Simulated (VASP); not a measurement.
A run of VASP 6.6.1 is set up as follows.

INCAR

```
SYSTEM = Mg
PREC = Accurate
ENCUT = 520
EDIFF = 1E-6
ISMEAR = 0
SIGMA = 0.15
LREAL = .False.
LASPH = .True.
NELM = 80
ALGO = Fast
ISIF = 2
LWAVE = .False.
LCHARG = .False.
GGA = CA
NBANDS = 7
```

KPOINTS

```
regular mesh
0
Gamma
  20 20 20
  0 0 0
```

File POSCAR:

```
Mg
1.0
   -1.8359916300      1.8506864152      1.6954689468
    1.8359916300     -1.8212968448      1.6633390932
    1.8359916300      1.8212968448     -1.6633390932
Mg
1
Direct
    0.0000000000      0.0000000000      0.0000000000
```

Potentials or basis: VASP PAW LDA potentials, release 64 (Mg).

Command:

```sh
$ cat potpaw_LDA.64/Mg/POTCAR > POTCAR
$ mpirun -np 1 vasp_std > vasp.out
```

**Question.** Predict the band gap on the k mesh.

**Answer.** Zero (bands 1 and 2 overlap by 4.55 eV).

**Question.** Predict the pressure.

**Answer.** -1.9 GPa.

Stress tensor (GPa, compression positive):
```
-1.94  0.00  0.00
 0.00 -1.97 -0.59
 0.00 -0.59 -1.78
```

Caveat: the cell differs from its parent crystal (strain +0.0175 x Voigt [0, 0, 0, 1, 0, 0]).
